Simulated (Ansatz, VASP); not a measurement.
## HgTe: VASP beside Ansatz

```
CELL_PARAMETERS angstrom
0.00000 3.15770 3.15770
3.15770 0.00000 3.15770
3.15770 3.15770 0.00000
ATOMIC_POSITIONS crystal
Hg 0.00000 0.00000 0.00000
Te 0.75000 0.75000 0.75000
```

Change from the starting cell: volume scaled by 0.94, crystal datasets.

Alike in both runs: task electric field gradients; functional PBE; k mesh 11 × 11 × 11; occupations fermi-dirac, width 0.03 eV; no spin polarisation.

```csv
,VASP,Ansatz
version,VASP 6.6.1,Ansatz 0.2.0
potentials or method,"VASP PAW PBE potentials, release 64 (Hg, Te), cutoff 520 eV","all-electron PAW with datasets made for the crystal, scalar-relativistic"
```

|  | VASP | Ansatz | Ansatz less VASP |
| --- | --- | --- | --- |
| pressure (GPa) | 8.0 | 7.9 | -0.11 |

Ansatz ran all-electron here, and VASP with PAW potentials.

Spin-orbit coupling is off throughout.
